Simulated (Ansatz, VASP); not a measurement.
# One calculation of ScAlTlAs3, two programs

Contents of INCAR:

```
SYSTEM = ScAlTlAs3
  ALGO = Normal
  EDIFF = 1E-6
  ENCUT = 520
  GGA = PE
  ISIF = 2
  ISMEAR = 0
  LASPH = .True.
  LCHARG = .True.
  LELF = .True.
  LREAL = .False.
  LVHAR = .True.
  LWAVE = .False.
  NBANDS = 30
  NELM = 80
  PREC = Accurate
  SIGMA = 0.1
```

File KPOINTS:

```
k-points
0
Gamma
  6 6 10
  0 0 0
```

The input POSCAR:

```
ScAlTlAs3
1.0
    6.5966302597      0.0000000000      0.0000000000
   -3.2983151298      5.7128493842      0.0000000000
    0.0000000000      0.0000000000      3.7324098827
Sc Al Tl As
1 1 1 3
Direct
    0.3333333333      0.6666666667      0.0000000000
    0.0000000000      0.0000000000      0.0000000000
    0.6666666667      0.3333333333      0.0000000000
    0.6814555365      0.8407277682      0.5000000000
    0.1592722318      0.8407277682      0.5000000000
    0.1592722318      0.3185444635      0.5000000000
```

Input for Ansatz:

```yaml
crystal:
  lattice:
    - [6.5966302597, 0.0, 0.0]
    - [-3.2983151298, 5.7128493842, 0.0]
    - [0.0, 0.0, 3.7324098827]
  atoms:
    - { symbol: Sc, position: [0.3333333333, 0.6666666667, 0.0] }
    - { symbol: Al, position: [0.0, 0.0, 0.0] }
    - { symbol: Tl, position: [0.6666666667, 0.3333333333, 0.0] }
    - { symbol: As, position: [0.6814555365, 0.8407277682, 0.5] }
    - { symbol: As, position: [0.1592722318, 0.8407277682, 0.5] }
    - { symbol: As, position: [0.1592722318, 0.3185444635, 0.5] }
basis:
  ecutwfc: 420
kpoints:
  mp_grid: { grid: [6, 6, 10] }
  band_path:
    path:
      - [[0.0, 0.0, 0.0], [0.5, 0.0, 0.0], [0.33333333, 0.33333333, 0.0], [0.0, 0.0, 0.0], [0.0, 0.0, 0.5], [0.5, 0.0, 0.5], [0.33333333, 0.33333333, 0.5], [0.0, 0.0, 0.5]]
      - [[0.5, 0.0, 0.5], [0.5, 0.0, 0.0]]
      - [[0.33333333, 0.33333333, 0.5], [0.33333333, 0.33333333, 0.0]]
    npoints: 14
hamiltonian:
  xc: pbe
scf:
  occupations: { method: gaussian, width: 0.1 }
  n_extra_bands: 15
output:
  forces: true
  stress: true
  eigenvalues: true
  populations: true
  dos: { projected: true, de: 0.02, nscf_kmesh: { grid: [8, 8, 12] } }
  bader: true
```

Alike in both runs: task single point; functional PBE; k mesh 6 × 6 × 10; occupations gaussian, width 0.1 eV; no spin polarisation.

|  | VASP | Ansatz |
| --- | --- | --- |
| version | VASP 6.6.1 | Ansatz 0.2.0 |
| potentials or method | VASP PAW PBE potentials, release 64 (Sc_sv, Al, Tl_d, As), cutoff 520 eV | scalar-relativistic, plane waves, PAW |
| valence electrons in the cell | 42 | 72 |

|  | VASP | Ansatz | Ansatz less VASP |
| --- | --- | --- | --- |
| gap on the k mesh at the Fermi level (eV) | none | none | - |
| pressure (GPa) | 0.1 | 0.0 | -0.13 |
| traceless stress, the component that is largest in VASP (GPa) | 0.07 | 0.00 | -0.071 |

A gap of «none» marks a metal or a gap that the smearing closes. VASP's potentials hold 42 valence electrons a cell and Ansatz's 72, so a difference there can come from the potentials and not from the codes.

Spin-orbit coupling is off throughout.
